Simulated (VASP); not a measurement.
Set up this calculation in VASP 6.6.1, as the native input.

| Item | Value |
| --- | --- |
| Task | single point |
| Functional | HF |
| Potentials or basis | VASP PAW PBE potentials, release 64 (Rb_sv, Br) |
| Cutoff | 520 eV |
| k mesh | 4 × 4 × 4 |
| Occupations | gaussian, width 0.01 eV |
| Spin | no spin polarisation |
| Dipole correction | no |
| Grid for exact exchange (PRECFOCK) | Normal |
| Further INCAR settings | ALGO = Normal; EDIFF = 1e-06; NBANDS = 15 |
| Share of exact exchange | 1 |

RbBr:

```
CELL_PARAMETERS angstrom
0.00000 3.86950 3.86950
3.86950 0.00000 3.86950
3.86950 3.86950 0.00000
ATOMIC_POSITIONS crystal
Rb 0.00000 0.00000 0.00000
Br 0.25000 0.25000 0.25000
```

The input as run:

POSCAR

```
RbBr
1.0
    0.0000000000      3.8694968646      3.8694968646
    3.8694968646      0.0000000000      3.8694968646
    3.8694968646      3.8694968646      0.0000000000
Rb Br
1 1
Direct
    0.0000000000      0.0000000000      0.0000000000
    0.2500000000      0.2500000000      0.2500000000
```

INCAR.step1

```
  PREC = Accurate
  ENCUT = 520
  EDIFF = 1E-5
  ISMEAR = 0
  SIGMA = 0.01
  LREAL = F
  LASPH = T
  NELM = 100
  ALGO = Normal
  ISIF = 2
  LWAVE = T
  LCHARG = F
  NBANDS = 15
  GGA = PE
```

INCAR.step2

```
  PREC = Accurate
  ENCUT = 520
  EDIFF = 1E-6
  ISMEAR = 0
  SIGMA = 0.01
  LREAL = F
  LASPH = T
  NELM = 100
  ALGO = Normal
  ISIF = 2
  LWAVE = F
  LCHARG = F
  GGA = PE
  LHFCALC = T
  AEXX = 1.0
  ALDAC = 0.0
  AGGAC = 0.0
  PRECFOCK = Normal
  NBANDS = 15
  ISTART = 1
```

KPOINTS

```
Automatic mesh
0
Gamma
  4 4 4
```

Potentials or basis: VASP PAW PBE potentials, release 64 (Rb_sv, Br).

Command:

```console
$ cat potpaw_PBE.64/Rb_sv/POTCAR potpaw_PBE.64/Br/POTCAR > POTCAR
$ cp INCAR.step1 INCAR
$ mpirun -np 1 vasp_std > vasp.out
$ cp INCAR.step2 INCAR
$ mpirun -np 1 vasp_std > vasp.out
```

It gave:

```yaml
Pressure: 0.9 GPa
Band_gap_on_the_k_mesh: 10.98 eV (least direct gap 11.07 eV)
```

Caveat: the structure was generated, so it needn't be the stable form of RbBr; the PAW data sets were made with another functional, which shifts forces and pressure a little.

Run time: 12 min on 1 thread of Intel(R) Xeon(R) Platinum 8375C CPU @ 2.90GHz (Ice Lake), with other jobs on the host, peak memory 0.28 GiB.
